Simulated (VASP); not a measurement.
Input of a VASP 6.6.1 run:

File INCAR:

```
SYSTEM = Nb16H
  ALGO = Normal
  EDIFF = 1E-7
  ENCUT = 520
  GGA = PE
  ISIF = 2
  ISMEAR = 0
  LASPH = .TRUE.
  LCHARG = .TRUE.
  LELF = .TRUE.
  LREAL = Auto
  LVHAR = .TRUE.
  LWAVE = .FALSE.
  NBANDS = 118
  NELM = 60
  PREC = Accurate
  SIGMA = 0.05
```

KPOINTS

```
k-points
0
G
  3 3 3
  0 0 0
```

The input POSCAR:

```
Nb16H
1.0
    6.6000000000      0.0000000000      0.0000000000
    0.0000000000      6.6000000000      0.0000000000
    0.0000000000      0.0000000000      6.6000000000
Nb H
16 1
Direct
   -0.0065179458     -0.0052728673      0.0004513769
    0.5056556446     -0.0052677780      0.0004559648
   -0.0013220884      0.5002049011      0.0005405574
   -0.0003235452      0.0018110917      0.5005230652
    0.2496241005      0.2558761655      0.2566575590
    0.5005321354      0.5002482642      0.0005444962
    0.4995341564      0.0018158936      0.5005136528
    0.7496060101      0.2486555635      0.2505680317
   -0.0003900414      0.5026820528      0.5005137578
    0.2495786328      0.7502768943      0.2512925577
    0.2496262157      0.2558344992      0.7444878766
    0.4996561628      0.5027230846      0.5005082360
    0.7496087698      0.7478918471      0.2505112371
    0.7496086069      0.2486640298      0.7504399085
    0.2495804487      0.7502021193      0.7497096382
    0.7496059352      0.7478257268      0.7504249286
    0.2495757020      0.1254118118      0.0006932556
```

Potentials or basis: VASP PAW PBE potentials, release 64 (Nb_sv, H).

The run is started by

```console
$ cat potpaw_PBE.64/Nb_sv/POTCAR potpaw_PBE.64/H/POTCAR > POTCAR
$ mpirun -np 1 vasp_std > vasp.out
```

**Question.** What does it give for the band gap on the k mesh?

**Answer.** Zero (an odd number of electrons rules out a gap without spin polarisation).

**Question.** What does it give for the pressure?

**Answer.** 2.2 GPa.

Forces in eV/Å, atoms in the order of the input:
```
Nb   0.004 -0.006  0.003
Nb   0.000 -0.007  0.002
Nb   0.006  0.003 -0.001
Nb  -0.015  0.007 -0.002
Nb  -0.001  0.003  0.001
Nb  -0.007  0.001 -0.002
Nb   0.015  0.007 -0.001
Nb   0.000 -0.002  0.006
Nb  -0.012  0.005  0.001
Nb   0.001 -0.001  0.003
Nb  -0.001  0.002  0.000
Nb   0.011  0.003  0.001
Nb  -0.001 -0.006  0.011
Nb   0.000 -0.005 -0.005
Nb   0.002  0.002 -0.002
Nb  -0.001 -0.003 -0.009
H   -0.001 -0.004 -0.005
```
